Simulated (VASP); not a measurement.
Input of a VASP 6.6.1 run:

File INCAR:

```
PREC = Accurate ; ENCUT = 520
EDIFF = 1E-6 ; ISMEAR = 0
SIGMA = 0.05 ; LREAL = Auto
LASPH = True ; NELM = 150
ALGO = Normal ; ISIF = 2
LWAVE = False ; LCHARG = False
ISPIN = 2 ; MAGMOM = 1.8 0 0 0 0 0 0 0 -0.01 -0.01 -0.01 -0.01 -0.01 -0.01 -0.01 -0.01
LORBIT = 11 ; LMAXMIX = 4
LDAU = True ; LDAUTYPE = 2
LDAUL = 2 -1 -1 ; LDAUU = 3 0 0
LDAUJ = 0 0 0 ; LDAUPRINT = 1
GGA = PS ; NBANDS = 97
```

KPOINTS

```
regular mesh
0
Gamma
  3 3 3
```

POSCAR

```
TiPb7S8
1.0
    0.0000000000      5.9237000000      5.9237000000
    5.9237000000      0.0000000000      5.9237000000
    5.9237000000      5.9237000000      0.0000000000
Ti Pb S
1 7 8
Direct
    1.0000000000      1.0000000000      0.0000000000
    1.0000000000      1.0000000000      0.5000000000
    0.0000000000      0.5000000000      0.0000000000
    0.0000000000      0.5000000000      0.5000000000
    0.5000000000      0.0000000000      0.0000000000
    0.5000000000      0.0000000000      0.5000000000
    0.5000000000      0.5000000000      0.0000000000
    0.5000000000      0.5000000000      0.5000000000
    0.2500000000      0.2500000000      0.2500000000
    0.2359081768      0.2359081768      0.7640918232
    0.2359081768      0.7640918232      0.2359081768
    0.2359081768      0.7640918232      0.7640918232
    0.7640918232      0.2359081768      0.2359081768
    0.7640918232      0.2359081768      0.7640918232
    0.7640918232      0.7640918232      0.2359081768
    0.7500000000      0.7500000000      0.7500000000
```

Potentials or basis: VASP PAW PBE potentials, release 64 (Ti_sv, Pb_d, S).

Command:

```console
$ cat potpaw_PBE.64/Ti_sv/POTCAR potpaw_PBE.64/Pb_d/POTCAR potpaw_PBE.64/S/POTCAR > POTCAR
$ mpirun -np 1 vasp_std > vasp.out
```

Question: Predict the net moment.

Answer: -1.74 μB per cell.

Question: Predict the site moments.

Answer: Ti -1.51; Pb +0.00, -0.00 (each value once); S +0.00, +0.02 (each value once) μB.

Forces on the atoms (eV/Å):
```
Ti   0.000  0.000  0.000
Pb   0.000  0.000  0.000
Pb   0.000  0.000  0.000
Pb   0.000  0.000  0.000
Pb   0.000  0.000  0.000
Pb   0.000  0.000  0.000
Pb   0.000  0.000  0.000
Pb   0.000  0.000  0.000
S    0.000  0.000  0.000
S    0.000  0.000 -0.131
S    0.000 -0.131  0.000
S    0.131  0.000  0.000
S   -0.131  0.000  0.000
S    0.000  0.131  0.000
S    0.000  0.000  0.131
S    0.000  0.000  0.000
```

Caveat: the cell stands under tension; the PAW data sets were made with another functional, which shifts forces and pressure a little.
